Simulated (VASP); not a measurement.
# FePt (Tetraferroplatinum) (P4/mmm) in VASP: a series of runs

The runs below take FePt (Tetraferroplatinum) through single point, with PBEsol.

All numbers are computed with VASP 6.6.1; they aren't measurements. Logs are shortened: lines on timing, memory, paths and dates and some standing lists are left out, and cuts for length are marked.

## 1. The cell of the first run

It takes space group P4/mmm (No. 123, tetragonal). Conventional cell: a = 2.705 Å, b = 2.705 Å, c = 3.695 Å, α = 90.00°, β = 90.00°, γ = 90.00°. Within 3.5 Å of Pt (site symmetry 4/mmm) lie 8 Fe at 2.66 Å and 4 Pt at 2.71 Å. Fe (site symmetry 4/mmm) has 8 Pt at 2.66 Å and 4 Fe at 2.71 Å within 3.5 Å.

## 2. Single point, PBEsol, collinear spin, ferromagnetic start

INCAR

```
PREC = Accurate
ENCUT = 520
EDIFF = 1E-6
ISMEAR = -1
SIGMA = 0.05
LREAL = False
LASPH = True
NELM = 150
ALGO = Normal
ISIF = 2
LWAVE = False
LCHARG = True
ISPIN = 2
MAGMOM = 0 3
LORBIT = 11
LMAXMIX = 4
GGA = PS
LELF = True
LVHAR = True
NBANDS = 20
```

KPOINTS

```
Automatic mesh
0
Gamma
  10 10 7
```

POSCAR

```
FePt
1.0
    2.7052209258      0.0000000000      0.0000000000
    0.0000000000      2.7052209258      0.0000000000
    0.0000000000      0.0000000000      3.6950328048
Pt Fe
1 1
Direct
    0.5000000000      0.5000000000      0.5000000000
    0.0000000000      0.0000000000      0.0000000000
```

Potentials or basis: VASP PAW PBE potentials, release 64 (Pt, Fe).

Started as:

```bash
$ cat potpaw_PBE.64/Pt/POTCAR potpaw_PBE.64/Fe/POTCAR > POTCAR
$ mpirun -np 1 vasp_std > vasp.out
```

OUTCAR:

```text
PREC = Accurate
   ENCUT = 520
   EDIFF = 1E-6
   ISMEAR = -1
   LREAL = False
   LASPH = True
   NELM = 150
   ISIF = 2
   ISPIN = 2
   LORBIT = 11
   GGA = PS

 ion  position               nearest neighbor table
   1  0.500  0.500  0.500-   2 2.66   2 2.66   2 2.66   2 2.66   2 2.66   2 2.66   2 2.66   2 2.66

   2  0.000  0.000  0.000-   1 2.66   1 2.66   1 2.66   1 2.66   1 2.66   1 2.66   1 2.66   1 2.66

  LATTYP: Found a simple tetragonal cell.
 ALAT       =     2.7052209258
 C/A-ratio  =     1.3658894804

  Lattice vectors:

 A1 = (   2.7052209258,   0.0000000000,   0.0000000000)
 A2 = (   0.0000000000,   2.7052209258,   0.0000000000)
 A3 = (   0.0000000000,   0.0000000000,   3.6950328048)

Analysis of symmetry for initial positions (statically):
=====================================================================
 Subroutine PRICEL returns:
 Original cell was already a primitive cell.

 Routine SETGRP: Setting up the symmetry group for a
 simple tetragonal supercell.

 Subroutine GETGRP returns: Found 16 space group operations
 (whereof 16 operations were pure point group operations)
 out of a pool of 16 trial point group operations.

The static configuration has the point symmetry D_4h.

Analysis of symmetry for dynamics (positions and initial velocities):
=====================================================================
 Subroutine PRICEL returns:
 Original cell was already a primitive cell.

 Routine SETGRP: Setting up the symmetry group for a
 simple tetragonal supercell.

 Subroutine GETGRP returns: Found 16 space group operations
 (whereof 16 operations were pure point group operations)
 out of a pool of 16 trial point group operations.

The dynamic configuration has the point symmetry D_4h.

Analysis of structural, dynamic, and magnetic symmetry:
=====================================================================
 Subroutine PRICEL returns:
 Original cell was already a primitive cell.

 Routine SETGRP: Setting up the symmetry group for a
 simple tetragonal supercell.

 Subroutine GETGRP returns: Found 16 space group operations
 (whereof 16 operations were pure point group operations)
 out of a pool of 16 trial point group operations.

The overall configuration has the point symmetry D_4h.

 Subroutine INISYM returns: Found 16 space group operations
 (whereof 16 operations are pure point group operations),
 and found     1 'primitive' translations

----------------------------------------------------------------------------------------

                                     Primitive cell

  volume of cell :      27.0411

  direct lattice vectors                    reciprocal lattice vectors
     2.705220926  0.000000000  0.000000000     0.369655576  0.000000000  0.000000000
     0.000000000  2.705220926  0.000000000     0.000000000  0.369655576  0.000000000
     0.000000000  0.000000000  3.695032805     0.000000000  0.000000000  0.270633592

  length of vectors
     2.705220926  2.705220926  3.695032805     0.369655576  0.369655576  0.270633592

  position of ions in fractional coordinates (direct lattice)
     0.500000000  0.500000000  0.500000000
     0.000000000  0.000000000  0.000000000

  ion indices of the primitive-cell ions
   primitive index   ion index
                 1           1
                 2           2

----------------------------------------------------------------------------------------

 KPOINTS: Automatic mesh

Automatic generation of k-mesh.
 Grid dimensions read from file:
 generate k-points for:   10   10    7

 Generating k-lattice:

  Cartesian coordinates                     Fractional coordinates (reciprocal lattice)
     0.036965558  0.000000000  0.000000000     0.100000000  0.000000000  0.000000000
     0.000000000  0.036965558  0.000000000     0.000000000  0.100000000  0.000000000
     0.000000000  0.000000000  0.038661942     0.000000000  0.000000000  0.142857143

  Length of vectors
     0.036965558  0.036965558  0.038661942

  Shift w.r.t. Gamma in fractional coordinates (k-lattice)
     0.000000000  0.000000000  0.000000000

 Subroutine IBZKPT returns following result:
 ===========================================

 Found     84 irreducible k-points:

 Following reciprocal coordinates:
            Coordinates               Weight
  0.000000  0.000000  0.000000      1.000000
  0.100000  0.000000  0.000000      4.000000
  0.200000  0.000000  0.000000      4.000000
  0.300000  0.000000  0.000000      4.000000
  0.400000  0.000000  0.000000      4.000000
  0.500000  0.000000  0.000000      2.000000
[... 16 lines left out ...]
  0.100000  0.000000  0.142857      8.000000
  0.200000  0.000000  0.142857      8.000000
 [... further k-points ...]
   k-points           NKPTS =     84   k-points in BZ     NKDIM =     84   number of bands    NBANDS=     20
   number of dos      NEDOS =    301   number of ions     NIONS =      2
   total plane-waves  NPLWV =  11200
   dimension x,y,z NGX =    20 NGY =   20 NGZ =   28
   dimension x,y,z NGXF=    40 NGYF=   40 NGZF=   56
   ions per type =               1   1
   NGX,Y,Z   is equivalent  to a cutoff of  12.29, 12.29, 12.60 a.u.
   NGXF,Y,Z  is equivalent  to a cutoff of  24.58, 24.58, 25.20 a.u.
 SYSTEM =  unknown system
   PREC   = accura    normal or accurate (medium, high low for compatibility)
   ISTART =      0    job   : 0-new  1-cont  2-samecut
   ICHARG =      2    charge: 1-file 2-atom 10-const
   ISPIN  =      2    spin polarized calculation?
   LNONCOLLINEAR =      F non collinear calculations
   LSORBIT =      F    spin-orbit coupling
   LASPH  =      T    aspherical Exc in radial PAW
   ENCUT  =  520.0 eV  38.22 Ry    6.18 a.u.   5.03  5.03  6.87*2*pi/ulx,y,z
   NELM   =    150;   NELMIN=  2; NELMDL= -5     # of ELM steps
   EDIFF  = 0.1E-05   stopping-criterion for ELM
   LREAL  =      F    real-space projection
   EDIFFG = 0.1E-04   stopping-criterion for IOM
   NSW    =      0    number of steps for IOM
   IBRION =     -1    ionic relax: 0-MD 1-quasi-New 2-CG
   NFREE  =      0    steps in history (QN), initial steepest desc. (CG)
   ISIF   =      2    stress and relaxation
   ISYM   =      2    0-nonsym 1-usesym 2-fastsym
   POTIM  = 0.5000    time-step for ionic-motion
   TEBEG  =    0.0;   TEEND  =   0.0 temperature during run
   PSTRESS=    0.0 pullay stress
   NELECT =      18.0000    total number of electrons
   NUPDOWN=      -1.0000    fix difference up-down
   EMIN   =  10.00;   EMAX   =-10.00  energy-range for DOS
   EFERMI =   0.00;   METHOD = LEGACY
   ISMEAR =    -1;   SIGMA  =   0.05  broadening in eV -4-tet -1-fermi 0-gaus
   EFERMI_NEDOS =   21; number of points for ismear=-14 and -15
   IALGO  =     38    algorithm
   IMIX   =      4    mixing-type and parameters
     AMIX     =   0.40;   BMIX     =  1.00
     AMIX_MAG =   1.60;   BMIX_MAG =  1.00
  volume/ion in A,a.u.               =      13.52        91.24
  Fermi-wavevector in a.u.,A,eV,Ry     =   1.429413  2.701199 27.799718  2.043222
  Thomas-Fermi vector in A             =   2.549369
   LORBIT       =     11    0 simple, 1 ext, 2 COOP (PROOUT), +10 PAW based schemes
   GGA     = PS    functional components
   LHFCALC =     F    Hartree Fock is set to
   AEXX    =    0.0000 exact exchange contribution
   IVDW    =     0    specifies the selected vdW correction
   LEPSILON=     F    determine dielectric tensor
   LRPA    =     F    only Hartree local field effects (RPA)
 spin polarized calculation
  energy-cutoff  :      520.00
  volume of cell :       27.04
 maximum number of plane-waves:       744
   NGX = 11   NGY = 11   NGZ = 13

 number of electron      18.0000003 magnetization       3.2383131

 Free energy of the ion-electron system (eV)
  ---------------------------------------------------
  ext. energy  EPLUGINS =         0.00000000
  ---------------------------------------------------
  free energy    TOTEN  =       -16.29477362 eV

  energy without entropy =      -16.28368964  energy(sigma->0) =      -16.28923163

 E-fermi :   8.8293     XC(G=0): -13.3229

 val. band max:        8.8292019653   @ k =   0.5000   0.4000   0.1429
 cond. band min:       8.8368067125   @ k =   0.3000   0.2000   0.0000
 fundamental gap:      0.0076047472
 Fermi energy:         8.8292559558

 spin component 1

 k-point     1 :       0.0000    0.0000    0.0000
  band No.  band energies     occupation
      1      -1.0191      1.00000
      2       2.2903      1.00000
      3       2.4539      1.00000
      4       5.3269      1.00000
      5       5.3269      1.00000
      6       5.8783      1.00000
[... 12 lines left out ...]
     19      30.4604      0.00000
     20      30.4604      0.00000

 k-point     2 :       0.1000    0.0000    0.0000
  band No.  band energies     occupation
      1      -0.7549      1.00000
      2       2.4309      1.00000
      3       2.6379      1.00000
      4       5.2131      1.00000
      5       5.4041      1.00000
      6       5.9466      1.00000
[... 12 lines left out ...]
     19      30.2391      0.00000
     20      30.9546      0.00000

 k-point     3 :       0.2000    0.0000    0.0000
  band No.  band energies     occupation
      1      -0.0206      1.00000
      2       2.7477      1.00000
      3       3.2188      1.00000
      4       4.8924      1.00000
      5       5.6278      1.00000
      6       6.0420      1.00000
[... 12 lines left out ...]
     19      30.4182      0.00000
     20      32.3214      0.00000

 k-point     4 :       0.3000    0.0000    0.0000
  band No.  band energies     occupation
      1       1.0094      1.00000
      2       3.2004      1.00000
      3       3.9643      1.00000
      4       4.4419      1.00000
      5       5.8795      1.00000
      6       5.9163      1.00000
[... 429 lines left out ...]
 k-point    23 :       0.1000    0.0000    0.1429
  band No.  band energies     occupation
      1      -0.5054      1.00000
      2       2.5377      1.00000
      3       2.7186      1.00000
      4       5.2669      1.00000
      5       5.4805      1.00000
      6       5.8812      1.00000
[... 12 lines left out ...]
     19      30.2667      0.00000
     20      30.6686      0.00000

 k-point    24 :       0.2000    0.0000    0.1429
  band No.  band energies     occupation
      1       0.2011      1.00000
      2       2.8209      1.00000
      3       3.3247      1.00000
      4       4.9066      1.00000
      5       5.5951      1.00000
      6       6.0095      1.00000
[... 12 lines left out ...]
     19      32.0041      0.00000
     20      32.2959      0.00000

 [... further k-points ...]

 spin component 2

 k-point     1 :       0.0000    0.0000    0.0000
  band No.  band energies     occupation
      1      -0.8368      1.00000
      2       2.8424      1.00000
      3       2.8605      1.00000
      4       6.3798      1.00000
      5       6.3798      1.00000
      6       8.0091      1.00000
[... 12 lines left out ...]
     19      30.6007      0.00000
     20      30.6007      0.00000

 k-point     2 :       0.1000    0.0000    0.0000
  band No.  band energies     occupation
      1      -0.5709      1.00000
      2       2.9477      1.00000
      3       3.0869      1.00000
      4       6.1254      1.00000
      5       6.4546      1.00000
      6       7.8569      1.00000
[... 12 lines left out ...]
     19      30.7223      0.00000
     20      31.0972      0.00000

 k-point     3 :       0.2000    0.0000    0.0000
  band No.  band energies     occupation
      1       0.1668      1.00000
      2       3.2219      1.00000
      3       3.7402      1.00000
      4       5.4946      1.00000
      5       6.6660      1.00000
      6       7.3895      1.00000
[... 12 lines left out ...]
     19      30.7365      0.00000
     20      32.4706      0.00000

 k-point     4 :       0.3000    0.0000    0.0000
  band No.  band energies     occupation
      1       1.1967      1.00000
      2       3.6285      1.00000
      3       4.5998      1.00000
      4       4.7979      1.00000
      5       6.8501      1.00000
      6       6.9710      1.00000
[... 429 lines left out ...]
 k-point    23 :       0.1000    0.0000    0.1429
  band No.  band energies     occupation
      1      -0.3241      1.00000
      2       3.0150      1.00000
      3       3.1715      1.00000
      4       6.1461      1.00000
      5       6.5045      1.00000
      6       7.8833      1.00000
[... 12 lines left out ...]
     19      30.8094      0.00000
     20      30.8924      0.00000

 k-point    24 :       0.2000    0.0000    0.1429
  band No.  band energies     occupation
      1       0.3920      1.00000
      2       3.2711      1.00000
      3       3.8375      1.00000
      4       5.4493      1.00000
      5       6.6362      1.00000
      6       7.4124      1.00000
[... 12 lines left out ...]
     19      32.2483      0.00000
     20      32.5965      0.00000

 [... further k-points ...]

------------------------ aborting loop because EDIFF is reached ----------------------------------------

  FORCE on cell =-STRESS in cart. coord.  units (eV):
  Direction    XX          YY          ZZ          XY          YZ          ZX
  --------------------------------------------------------------------------------------
  -------------------------------------------------------------------------------------
  Total       -0.3923072     -0.3923072     -0.2268296      0.0000000     -0.0000000     -0.0000000
  in kB      -23.2441210    -23.2441210    -13.4396057      0.0000000     -0.0000000     -0.0000000
  external PRESSURE =     -19.9759492 kB  Pullay stress =       0.0000000 kB

 VOLUME and BASIS-vectors are now :
 -----------------------------------------------------------------------------
  energy-cutoff  :      520.00
  volume of cell :       27.04
      direct lattice vectors                 reciprocal lattice vectors
     2.705220926  0.000000000  0.000000000     0.369655576  0.000000000  0.000000000
     0.000000000  2.705220926  0.000000000     0.000000000  0.369655576  0.000000000
     0.000000000  0.000000000  3.695032805     0.000000000  0.000000000  0.270633592

 POSITION                                       TOTAL-FORCE (eV/Angst)
 -----------------------------------------------------------------------------------
      1.35261      1.35261      1.84752         0.000000      0.000000      0.000000
      0.00000      0.00000      0.00000         0.000000      0.000000      0.000000
 -----------------------------------------------------------------------------------
    total drift:                               -0.000000      0.000000      0.000000

  FREE ENERGIE OF THE ION-ELECTRON SYSTEM (eV)
  ---------------------------------------------------
  free  energy   TOTEN  =       -16.2947736234 eV

  energy  without entropy=      -16.2836896438  energy(sigma->0) =      -16.28923163

 total charge

# of ion       s       p       d       tot
------------------------------------------
    1        0.717   0.691   8.058   9.466
    2        0.420   0.473   6.140   7.033
--------------------------------------------------
tot          1.137   1.164  14.198  16.499

 magnetization (x)

# of ion       s       p       d       tot
------------------------------------------
    1       -0.025  -0.063   0.422   0.333
    2        0.003  -0.006   2.872   2.869
--------------------------------------------------
tot         -0.022  -0.069   3.294   3.203
```

It took 33 s on 1 thread of Intel Xeon 6975P-C (Granite Rapids), shared host; peak memory 0.19 GiB.

Results:

```
Free energy                                           : -16.2948 eV
Pressure                                              : -2.0 GPa
Net moment                                            : 3.24 μB per cell
Site moments                                          : Pt +0.33; Fe +2.87 μB
Valence electrons inside the program's atomic spheres : Pt 9.47; Fe 7.03
```

Stress tensor (GPa, compression positive):
```
-2.32  0.00  0.00
 0.00 -2.32  0.00
 0.00  0.00 -1.34
```

Caveat: the PAW data sets were made with another functional, which shifts forces and pressure a little; spin-orbit coupling is left out, which moves the levels of the heavy elements.

## 3. Single point, PBEsol, collinear spin, ferromagnetic start

This run uses another cell than the first one, of 14.07 Å³/atom, 1.041 times its volume.

INCAR

```
SYSTEM = FePt
  ALGO = Normal
  EDIFF = 1E-7
  ENCUT = 520
  GGA = PS
  ISIF = 2
  ISMEAR = -1
  ISPIN = 2
  LASPH = .TRUE.
  LCHARG = .TRUE.
  LELF = .TRUE.
  LMAXMIX = 4
  LORBIT = 11
  LREAL = .FALSE.
  LVHAR = .TRUE.
  LWAVE = .FALSE.
  MAGMOM = 0 3
  NBANDS = 20
  NELM = 150
  PREC = Accurate
  SIGMA = 0.05
```

KPOINTS

```
k-points
0
G
  10 10 7
  0 0 0
```

POSCAR

```
FePt
1.0
    2.7415369495      0.0000000000      0.0000000000
    0.0000000000      2.7415369495      0.0000000000
    0.0000000000      0.0000000000      3.7446364796
Pt Fe
1 1
Direct
    0.5000000000      0.5000000000      0.5000000000
    0.0000000000      0.0000000000      0.0000000000
```

Potentials or basis: VASP PAW PBE potentials, release 64 (Pt, Fe).

Started as:

```bash
$ cat potpaw_PBE.64/Pt/POTCAR potpaw_PBE.64/Fe/POTCAR > POTCAR
$ mpirun -np 1 vasp_std > vasp.out
```

It took 33 s on 1 thread of Intel Xeon 6975P-C (Granite Rapids), shared host; peak memory 0.19 GiB.

It converged, with:

```yaml
Free_energy: -16.2527 eV
Pressure: -10.1 GPa
Net_moment: 3.31 μB per cell
Site_moments: Pt +0.34; Fe +2.94 μB
Valence_electrons_inside_the_program's_atomic_spheres: Pt 9.37; Fe 6.95
```

Stress tensor (GPa, compression positive):
```
-10.36   0.00   0.00
  0.00 -10.36   0.00
  0.00   0.00  -9.48
```

Levels at points of the mesh, in eV from the Fermi level:
Spin up:
| k point | band 8 | band 9 | band 10 | band 11 | band 12 | band 13 | band 14 | band 15 |
| --- | --- | --- | --- | --- | --- | --- | --- | --- |
| (0.00, 0.00, 0.00) | -1.93 | -0.53 | -0.44 | -0.44 | 2.18 | 9.48 | 11.45 | 11.45 |
| (0.50, 0.00, 0.00) | -2.53 | -2.17 | -1.61 | 0.05 | 1.93 | 10.27 | 10.32 | 12.24 |
| (0.50, 0.50, 0.00) | -0.52 | -0.52 | 0.50 | 1.52 | 1.52 | 7.33 | 9.74 | 10.73 |
Spin down:
```csv
k point,band 6,band 7,band 8,band 9,band 10,band 11
"(0.00, 0.00, 0.00)",-0.76,-0.73,0.55,1.60,1.63,1.63
"(0.50, 0.00, 0.00)",-1.36,-1.14,-0.86,0.47,0.69,2.26
"(0.50, 0.50, 0.00)",1.17,1.59,1.71,1.71,1.71,1.71
```

Caveat: the PAW data sets were made with another functional, which shifts forces and pressure a little; spin-orbit coupling is left out, which moves the levels of the heavy elements.

[end of part 1 of 2]
